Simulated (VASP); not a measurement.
# SiC3 (P-6m2) in VASP: further runs

The runs below take SiC3 through single point, relaxation of cell and atoms, with PBE.

All numbers are computed with VASP 6.6.1; they aren't measurements. Logs are shortened: lines on timing, memory, paths and dates and some standing lists are left out, and cuts for length are marked.

### 1 The cell of the first run

Symmetry: P-6m2, No. 187, hexagonal system. The conventional cell has a = 2.517 Å, b = 2.517 Å, c = 6.564 Å, α = 90.00°, β = 90.00°, γ = 120.00°. Si (site symmetry -6m2) has 6 Si at 2.52 Å and 8 C at 2.83 to 3.28 Å within 3.3 Å. C (site symmetry -6m2) has 6 C at 1.69 Å within 2.2 Å. Within 2.2 Å of C (site symmetry 3m) lie 4 C at 1.69 to 1.71 Å.

### 2 Single point, PBE

Input file INCAR:

```
SYSTEM = SiC3
PREC = Accurate
ENCUT = 520
EDIFF = 1E-6
ISMEAR = 0
SIGMA = 0.1
LREAL = .FALSE.
LASPH = .TRUE.
NELM = 80
ALGO = Normal
ISIF = 2
LWAVE = .FALSE.
LCHARG = .TRUE.
GGA = PE
LELF = .TRUE.
LVHAR = .TRUE.
NBANDS = 16
```

Input file KPOINTS:

```
Automatic mesh
0
G
  6 6 2
  0 0 0
```

Input file POSCAR:

```
SiC3
1.0
    2.5165884397      0.0000000027      0.0000000000
   -1.2582942222      2.1794295183      0.0000000000
    0.0000000000      0.0000000000      6.5636660218
Si C
1 3
Direct
    0.3333333333      0.6666666667      0.5000000000
    0.3333333333      0.6666666667      0.0000000000
    0.6666666667      0.3333333333      0.1305866599
    0.6666666667      0.3333333333      0.8694133401
```

Potentials or basis: VASP PAW PBE potentials, release 64 (Si, C).

The run is started by

```sh
$ cat potpaw_PBE.64/Si/POTCAR potpaw_PBE.64/C/POTCAR > POTCAR
$ mpirun -np 1 vasp_std > vasp.out
```

OUTCAR:

```text
SYSTEM = SiC3
   PREC = Accurate
   ENCUT = 520
   EDIFF = 1E-6
   ISMEAR = 0
   LREAL = .FALSE.
   LASPH = .TRUE.
   NELM = 80
   ISIF = 2
   GGA = PE

 ion  position               nearest neighbor table
   1  0.333  0.667  0.500-
   2  0.333  0.667  0.000-   3 1.69   4 1.69   3 1.69   4 1.69   3 1.69   4 1.69
   3  0.667  0.333  0.131-   2 1.69   2 1.69   2 1.69   4 1.71
   4  0.667  0.333  0.869-   2 1.69   2 1.69   2 1.69   3 1.71

  LATTYP: Found a hexagonal cell.
 ALAT       =     2.5165884397
 C/A-ratio  =     2.6081602849

  Lattice vectors:

 A1 = (   2.5165884397,   0.0000000027,   0.0000000000)
 A2 = (  -1.2582942222,   2.1794295183,   0.0000000000)
 A3 = (   0.0000000000,   0.0000000000,   6.5636660218)

Analysis of symmetry for initial positions (statically):
=====================================================================
 Subroutine PRICEL returns:
 Original cell was already a primitive cell.

 Routine SETGRP: Setting up the symmetry group for a
 hexagonal supercell.

 Subroutine GETGRP returns: Found 12 space group operations
 (whereof 12 operations were pure point group operations)
 out of a pool of 24 trial point group operations.

The static configuration has the point symmetry D_3h.

Analysis of symmetry for dynamics (positions and initial velocities):
=====================================================================
 Subroutine PRICEL returns:
 Original cell was already a primitive cell.

 Routine SETGRP: Setting up the symmetry group for a
 hexagonal supercell.

 Subroutine GETGRP returns: Found 12 space group operations
 (whereof 12 operations were pure point group operations)
 out of a pool of 24 trial point group operations.

The dynamic configuration has the point symmetry D_3h.

 Subroutine INISYM returns: Found 12 space group operations
 (whereof 12 operations are pure point group operations),
 and found     1 'primitive' translations

----------------------------------------------------------------------------------------

                                     Primitive cell

  volume of cell :      35.9999

  direct lattice vectors                    reciprocal lattice vectors
     2.516588440  0.000000003  0.000000000     0.397363345  0.229417835  0.000000000
    -1.258294222  2.179429518  0.000000000    -0.000000000  0.458835668  0.000000000
     0.000000000  0.000000000  6.563666022     0.000000000  0.000000000  0.152353882

  length of vectors
     2.516588440  2.516588440  6.563666022     0.458835668  0.458835668  0.152353882

  position of ions in fractional coordinates (direct lattice)
     0.333333333  0.666666667  0.500000000
     0.333333333  0.666666667  0.000000000
     0.666666667  0.333333333  0.130586660
     0.666666667  0.333333333  0.869413340

  ion indices of the primitive-cell ions
   primitive index   ion index
                 1           1
                 2           2
                 3           3
                 4           4

----------------------------------------------------------------------------------------

 KPOINTS: Automatic mesh

Automatic generation of k-mesh.
 Grid dimensions read from file:
 generate k-points for:    6    6    2

 Generating k-lattice:

  Cartesian coordinates                     Fractional coordinates (reciprocal lattice)
     0.066227224  0.038236306  0.000000000     0.166666667 -0.000000000  0.000000000
    -0.000000000  0.076472611  0.000000000    -0.000000000  0.166666667  0.000000000
     0.000000000  0.000000000  0.076176941     0.000000000  0.000000000  0.500000000

  Length of vectors
     0.076472611  0.076472611  0.076176941

  Shift w.r.t. Gamma in fractional coordinates (k-lattice)
     0.000000000  0.000000000  0.000000000

 Subroutine IBZKPT returns following result:
 ===========================================

 Found     14 irreducible k-points:

 Following reciprocal coordinates:
            Coordinates               Weight
  0.000000  0.000000  0.000000      1.000000
  0.166667  0.000000  0.000000      6.000000
  0.333333  0.000000  0.000000      6.000000
  0.500000  0.000000  0.000000      3.000000
  0.166667  0.166667  0.000000      6.000000
  0.333333  0.166667  0.000000     12.000000
  0.333333  0.333333  0.000000      2.000000
  0.000000  0.000000  0.500000      1.000000
  0.166667  0.000000  0.500000      6.000000
  0.333333  0.000000  0.500000      6.000000
  0.500000  0.000000  0.500000      3.000000
  0.166667  0.166667  0.500000      6.000000
  0.333333  0.166667  0.500000     12.000000
  0.333333  0.333333  0.500000      2.000000
   k-points           NKPTS =     14   k-points in BZ     NKDIM =     14   number of bands    NBANDS=     16
   number of dos      NEDOS =    301   number of ions     NIONS =      4
   total plane-waves  NPLWV =  20000
   dimension x,y,z NGX =    20 NGY =   20 NGZ =   50
   dimension x,y,z NGXF=    40 NGYF=   40 NGZF=  100
   ions per type =               1   3
   NGX,Y,Z   is equivalent  to a cutoff of  13.21, 13.21, 12.66 a.u.
   NGXF,Y,Z  is equivalent  to a cutoff of  26.42, 26.42, 25.33 a.u.
 SYSTEM =  SiC3
   PREC   = accura    normal or accurate (medium, high low for compatibility)
   ISTART =      0    job   : 0-new  1-cont  2-samecut
   ICHARG =      2    charge: 1-file 2-atom 10-const
   ISPIN  =      1    spin polarized calculation?
   LNONCOLLINEAR =      F non collinear calculations
   LSORBIT =      F    spin-orbit coupling
   LASPH  =      T    aspherical Exc in radial PAW
   ENCUT  =  520.0 eV  38.22 Ry    6.18 a.u.   4.68  4.68 12.20*2*pi/ulx,y,z
   NELM   =     80;   NELMIN=  2; NELMDL= -5     # of ELM steps
   EDIFF  = 0.1E-05   stopping-criterion for ELM
   LREAL  =      F    real-space projection
   EDIFFG = 0.1E-04   stopping-criterion for IOM
   NSW    =      0    number of steps for IOM
   IBRION =     -1    ionic relax: 0-MD 1-quasi-New 2-CG
   NFREE  =      0    steps in history (QN), initial steepest desc. (CG)
   ISIF   =      2    stress and relaxation
   ISYM   =      2    0-nonsym 1-usesym 2-fastsym
   POTIM  = 0.5000    time-step for ionic-motion
   TEBEG  =    0.0;   TEEND  =   0.0 temperature during run
   PSTRESS=    0.0 pullay stress
   NELECT =      16.0000    total number of electrons
   NUPDOWN=      -1.0000    fix difference up-down
   EMIN   =  10.00;   EMAX   =-10.00  energy-range for DOS
   EFERMI =   0.00;   METHOD = LEGACY
   ISMEAR =     0;   SIGMA  =   0.10  broadening in eV -4-tet -1-fermi 0-gaus
   EFERMI_NEDOS =   21; number of points for ismear=-14 and -15
   IALGO  =     38    algorithm
   IMIX   =      4    mixing-type and parameters
     AMIX     =   0.40;   BMIX     =  1.00
     AMIX_MAG =   1.60;   BMIX_MAG =  1.00
  volume/ion in A,a.u.               =       9.00        60.73
  Fermi-wavevector in a.u.,A,eV,Ry     =   1.249341  2.360912 21.236693  1.560853
  Thomas-Fermi vector in A             =   2.383386
   LORBIT       =      0    0 simple, 1 ext, 2 COOP (PROOUT), +10 PAW based schemes
   GGA     = PE    functional components
   LHFCALC =     F    Hartree Fock is set to
   AEXX    =    0.0000 exact exchange contribution
   IVDW    =     0    specifies the selected vdW correction
   LEPSILON=     F    determine dielectric tensor
   LRPA    =     F    only Hartree local field effects (RPA)
 non-spin polarized calculation
 Gauss-broadening in eV      SIGMA  =   0.10
  energy-cutoff  :      520.00
  volume of cell :       36.00
 maximum number of plane-waves:       985
 NGX is ok and might be reduce to    20
   NGX =  9   NGY =  9   NGZ = 25

 number of electron      16.0000000 magnetization

 Free energy of the ion-electron system (eV)
  ---------------------------------------------------
  ext. energy  EPLUGINS =         0.00000000
  ---------------------------------------------------
  free energy    TOTEN  =       -24.33519361 eV

  energy without entropy =      -24.33221096  energy(sigma->0) =      -24.33370229

 E-fermi :   8.7851     XC(G=0): -11.7543

 val. band max:        8.5435843569   @ k =   0.3333   0.1667   0.5000
 cond. band min:       8.8533286392   @ k =   0.3333   0.0000   0.0000
 fundamental gap:      0.3097442823
 Fermi energy:         8.7850757392

 k-point     1 :       0.0000    0.0000    0.0000
  band No.  band energies     occupation
      1     -13.5527      2.00000
      2      -4.9237      2.00000
      3      -4.4079      2.00000
      4       3.6446      2.00000
      5       4.6099      2.00000
      6       5.5735      2.00000
[... 8 lines left out ...]
     15      21.1470      0.00000
     16      22.3568      0.00000

 k-point     2 :       0.1667    0.0000    0.0000
  band No.  band energies     occupation
      1     -12.8821      2.00000
      2      -4.2377      2.00000
      3      -3.5761      2.00000
      4       2.2865      2.00000
      5       4.4195      2.00000
      6       4.4413      2.00000
[... 8 lines left out ...]
     15      19.1658      0.00000
     16      19.6809      0.00000

 k-point     3 :       0.3333    0.0000    0.0000
  band No.  band energies     occupation
      1     -10.9385      2.00000
      2      -2.5868      2.00000
      3      -2.2436      2.00000
      4      -1.0577      2.00000
      5       2.8440      2.00000
      6       5.3182      2.00000
[... 8 lines left out ...]
     15      17.3053      0.00000
     16      18.3890      0.00000

 k-point     4 :       0.5000    0.0000    0.0000
  band No.  band energies     occupation
      1      -8.7901      2.00000
      2      -5.8088      2.00000
      3       0.0959      2.00000
      4       2.2341      2.00000
      5       2.3343      2.00000
      6       2.4054      2.00000
[... 8 lines left out ...]
     15      16.3625      0.00000
     16      18.4334      0.00000
[... 134 lines left out ...]
 k-point    12 :       0.1667    0.1667    0.5000
  band No.  band energies     occupation
      1     -11.5654      2.00000
      2      -3.4728      2.00000
      3      -0.6872      2.00000
      4      -0.6521      2.00000
      5       1.8966      2.00000
      6       3.0614      2.00000
[... 8 lines left out ...]
     15      17.5621      0.00000
     16      19.6255      0.00000

 k-point    13 :       0.3333    0.1667    0.5000
  band No.  band energies     occupation
      1      -9.1892      2.00000
      2      -4.4244      2.00000
      3      -0.7459      2.00000
      4       0.0942      2.00000
      5       2.1228      2.00000
      6       3.8112      2.00000
[... 8 lines left out ...]
     15      17.2600      0.00000
     16      18.9079      0.00000

 k-point    14 :       0.3333    0.3333    0.5000
  band No.  band energies     occupation
      1      -7.6250      2.00000
      2      -5.1539      2.00000
      3      -2.2740      2.00000
      4       1.5573      2.00000
      5       2.1896      2.00000
      6       4.8246      2.00000
[... 8 lines left out ...]
     15      18.1674      0.00000
     16      18.6814      0.00000

------------------------ aborting loop because EDIFF is reached ----------------------------------------

  FORCE on cell =-STRESS in cart. coord.  units (eV):
  Direction    XX          YY          ZZ          XY          YZ          ZX
  --------------------------------------------------------------------------------------
  -------------------------------------------------------------------------------------
  Total        0.0332004      0.0332004      0.0024319     -0.0000000     -0.0000000      0.0000000
  in kB        1.4775847      1.4775847      0.1082297     -0.0000000     -0.0000000      0.0000000
  external PRESSURE =       1.0211331 kB  Pullay stress =       0.0000000 kB

 VOLUME and BASIS-vectors are now :
 -----------------------------------------------------------------------------
  energy-cutoff  :      520.00
  volume of cell :       36.00
      direct lattice vectors                 reciprocal lattice vectors
     2.516588440  0.000000003  0.000000000     0.397363345  0.229417835  0.000000000
    -1.258294222  2.179429518  0.000000000    -0.000000000  0.458835668  0.000000000
     0.000000000  0.000000000  6.563666022     0.000000000  0.000000000  0.152353882

 POSITION                                       TOTAL-FORCE (eV/Angst)
 -----------------------------------------------------------------------------------
     -0.00000      1.45295      3.28183        -0.000000      0.000000      0.000000
     -0.00000      1.45295      0.00000         0.000000     -0.000000      0.000000
      1.25829      0.72648      0.85713         0.000000     -0.000000      0.047242
      1.25829      0.72648      5.70654        -0.000000      0.000000     -0.047242
 -----------------------------------------------------------------------------------
    total drift:                               -0.000000      0.000000      0.000000

  FREE ENERGIE OF THE ION-ELECTRON SYSTEM (eV)
  ---------------------------------------------------
  free  energy   TOTEN  =       -24.3351936148 eV

  energy  without entropy=      -24.3322109619  energy(sigma->0) =      -24.33370229
```

Run time: 6.9 s. Hardware: 1 thread of Intel Xeon 6975P-C (Granite Rapids), shared host; peak memory 0.14 GiB.

Results:

```yaml
Free_energy: -24.3352 eV
Pressure: 0.1 GPa
Largest_force: 0.047 eV/Å
Band_gap_on_the_k_mesh: zero (band 8 reaches 12.73 eV, above the bottom of band 9 at 6.40 eV)
```

Forces on the atoms (eV/Å):
```
Si   0.000  0.000  0.000
C    0.000  0.000  0.000
C    0.000  0.000  0.047
C    0.000  0.000 -0.047
```

Caveat: the k points lie up to 0.48 Å⁻¹ apart.

### 3 Single point, PBE

This run uses another cell than the first one, of 13.41 Å³/atom, 1.490 times its volume.

Input file INCAR:

```
PREC = Accurate
ENCUT = 520
EDIFF = 1E-6
ISMEAR = 0
SIGMA = 0.1
LREAL = F
LASPH = T
NELM = 100
ALGO = Normal
ISIF = 2
LWAVE = F
LCHARG = T
GGA = PE
LELF = T
LVHAR = T
NBANDS = 16
```

Input file KPOINTS:

```
regular mesh
0
Gamma
  6 6 2
```

Input file POSCAR:

```
SiC3
1.0
    2.6720936500      0.0000000000      0.0000000000
   -1.3360468300      2.3141009800      0.0000000000
    0.0000000000      0.0000000000      8.6744468400
Si C
1 3
Direct
    0.3333333300      0.6666666700      0.5000000000
    0.3333333300      0.6666666700      0.0000000000
    0.6666666700      0.3333333300      0.2500000000
    0.6666666700      0.3333333300      0.7500000000
```

Potentials or basis: VASP PAW PBE potentials, release 64 (Si, C).

The run is started by

```sh
$ cat potpaw_PBE.64/Si/POTCAR potpaw_PBE.64/C/POTCAR > POTCAR
$ mpirun -np 1 vasp_std > vasp.out
```

OUTCAR:

```text
PREC = Accurate
   ENCUT = 520
   EDIFF = 1E-6
   ISMEAR = 0
   LREAL = F
   LASPH = T
   NELM = 100
   ISIF = 2
   GGA = PE

 ion  position               nearest neighbor table
   1  0.333  0.667  0.500-
   2  0.333  0.667  0.000-
   3  0.667  0.333  0.250-
   4  0.667  0.333  0.750-

  LATTYP: Found a hexagonal cell.
 ALAT       =     2.6720936500
 C/A-ratio  =     3.2463109367

  Lattice vectors:

 A1 = (   2.6720936500,   0.0000000000,   0.0000000000)
 A2 = (  -1.3360468300,   2.3141009800,   0.0000000000)
 A3 = (   0.0000000000,   0.0000000000,   8.6744468400)

Analysis of symmetry for initial positions (statically):
=====================================================================
 Subroutine PRICEL returns:
 Original cell was already a primitive cell.

[... 158 lines left out ...]
  ---------------------------------------------------
  free energy    TOTEN  =       -16.83729925 eV

  energy without entropy =      -16.81503239  energy(sigma->0) =      -16.82616582

 E-fermi :   3.8085     XC(G=0): -10.3455

 val. band max:        3.7785447638   @ k =   0.3333   0.1667   0.5000
 cond. band min:       3.8431350274   @ k =   0.3333  -0.0000   0.5000
 fundamental gap:      0.0645902636
 Fermi energy:         3.8085322304

 k-point     1 :       0.0000    0.0000    0.0000
  band No.  band energies     occupation
      1      -9.5952      2.00000
      2      -7.8716      2.00000
      3      -7.5700      2.00000
      4      -4.2107      2.00000
      5      -0.9407      2.00000
      6       4.4094      0.00000
[... 243 lines left out ...]
      3      -3.2515      2.00000
      4      -0.3455      2.00000
      5       0.2422      2.00000
      6       1.0348      2.00000
[... 8 lines left out ...]
     15       6.4152      0.00000
     16       9.1355      0.00000

------------------------ aborting loop because EDIFF is reached ----------------------------------------

  FORCE on cell =-STRESS in cart. coord.  units (eV):
  Direction    XX          YY          ZZ          XY          YZ          ZX
  --------------------------------------------------------------------------------------
  -------------------------------------------------------------------------------------
  Total       -6.5933906     -6.5933906    -10.6026787      0.0000000      0.0000000      0.0000000
  in kB     -196.9443918   -196.9443914   -316.7017115      0.0000004      0.0000000      0.0000000
  external PRESSURE =    -236.8634983 kB  Pullay stress =       0.0000000 kB

 VOLUME and BASIS-vectors are now :
 -----------------------------------------------------------------------------
  energy-cutoff  :      520.00
  volume of cell :       53.64
      direct lattice vectors                 reciprocal lattice vectors
     2.672093650  0.000000000  0.000000000     0.374238380  0.216066631  0.000000000
    -1.336046830  2.314100980  0.000000000     0.000000000  0.432133260  0.000000000
     0.000000000  0.000000000  8.674446840     0.000000000  0.000000000  0.115281126

 POSITION                                       TOTAL-FORCE (eV/Angst)
 -----------------------------------------------------------------------------------
     -0.00000      1.54273      4.33722         0.000000      0.000000      0.000000
     -0.00000      1.54273      0.00000         0.000000      0.000000      0.000000
      1.33605      0.77137      2.16861        -0.000000      0.000000     -0.146008
      1.33605      0.77137      6.50584        -0.000000      0.000000      0.146008
 -----------------------------------------------------------------------------------
    total drift:                               -0.000004      0.000002      0.000000

  FREE ENERGIE OF THE ION-ELECTRON SYSTEM (eV)
  ---------------------------------------------------
  free  energy   TOTEN  =       -16.8372992546 eV

  energy  without entropy=      -16.8150323901  energy(sigma->0) =      -16.82616582
```

Run time: 8.2 s. Hardware: 1 thread of Intel Xeon 6975P-C (Granite Rapids), shared host; peak memory 0.16 GiB.

Results:

| Property | Result |
| --- | --- |
| Free energy | -16.8373 eV |
| Pressure | -23.7 GPa |
| Largest force | 0.146 eV/Å |
| Band gap on the k mesh | zero (band 8 reaches 7.26 eV, above the bottom of band 9 at 1.87 eV) |

Forces on the atoms (eV/Å):
```
Si   0.000  0.000  0.000
C    0.000  0.000  0.000
C    0.000  0.000 -0.146
C    0.000  0.000  0.146
```

Caveat: the k points lie up to 0.45 Å⁻¹ apart.

(Continued in part 2 of 2.)
